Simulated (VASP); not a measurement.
The system is TiO2.

```xyz
6
Lattice="2.6879 -2.6885 0.0000 2.6879 2.6885 0.0000 -2.6159 0.0000 4.7644" Properties=species:S:1:pos:R:3 pbc="T T T"
Ti    0.7260   -1.9674    3.5733
Ti    2.0339    1.9674    1.1911
O     0.6916    0.6519    0.7964
O     2.0683   -0.6519    3.9681
O     3.3762    0.6519    1.5858
O    -0.6163   -0.6519    3.1786
```

Base run:

| Quantity | Value |
| --- | --- |
| Program | VASP 6.6.1 |
| Functional | PBE |
| Potentials or basis | VASP PAW PBE potentials, release 64 (Ti_sv, O) |
| Cutoff | 520 eV |
| k mesh | 8 × 8 × 6 |
| Occupations | fermi-dirac, width 0.05 eV |
| Spin | no spin polarisation |

Its results: band gap on the k mesh 2.10 eV (least direct gap 2.44 eV); pressure 3.3 GPa; largest force 0.086 eV/Å.

The run is repeated on the same cell with these changes: functional from PBE to PBEsol. What comes out?

Band gap on the k mesh 2.05 eV (least direct gap 2.40 eV); pressure -2.9 GPa; largest force 0.101 eV/Å.

PBEsol binds more tightly than PBE, so the same cell stands under less pressure.

Caveats: the cell stands under pressure (at least some runs); the PAW data sets were made with another functional, which shifts forces and pressure a little (at least some runs).

A k mesh can miss the band edges.
